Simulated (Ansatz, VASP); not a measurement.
# One calculation of ZnSe2, two programs

```
Zn Se
1.0
     6.14563    0.00000    0.00000
     0.00000    6.27477    0.00000
     0.00000    0.00000    6.27412
Zn Se
4 8
Direct
  0.50000 0.50000 0.00000
  0.50000 0.00000 0.50000
  0.00000 0.50000 0.50000
  0.00000 0.00000 0.00000
  0.11051 0.89001 0.39026
  0.88949 0.39001 0.10974
  0.38949 0.10999 0.89026
  0.61051 0.60999 0.60974
  0.88949 0.10999 0.60974
  0.11051 0.60999 0.89026
  0.61051 0.89001 0.10974
  0.38949 0.39001 0.39026
```

Alike in both runs: task single point; functional PBEsol; k mesh 6 × 6 × 6; occupations gaussian, width 0.02 eV; no spin polarisation.

```csv
,VASP,Ansatz
version,VASP 6.6.1,Ansatz 0.2.0
potentials or method,"VASP PAW PBE potentials, release 64 (Zn, Se), cutoff 520 eV","scalar-relativistic, plane waves, PAW"
valence electrons in the cell,96,176
```

|  | VASP | Ansatz | Ansatz less VASP |
| --- | --- | --- | --- |
| gap on the k mesh at the Fermi level (eV) | 0.64 | 0.64 | 0.000 |
| least direct gap on the mesh (eV) | 0.77 | 0.76 | -0.005 |
| pressure (GPa) | 0.6 | 0.3 | -0.27 |
| traceless stress, the component that is largest in VASP (GPa) | 0.59 | 0.58 | -0.010 |
| rms of the force components (eV/Å) | 0.011 | 0.002 | -0.0097 |

VASP's potentials were made for PBE, not for PBEsol. Atom by atom the forces differ by 0.013 eV/Å (rms over components). VASP's potentials hold 96 valence electrons a cell and Ansatz's 176, so a difference there can come from the potentials and not from the codes.
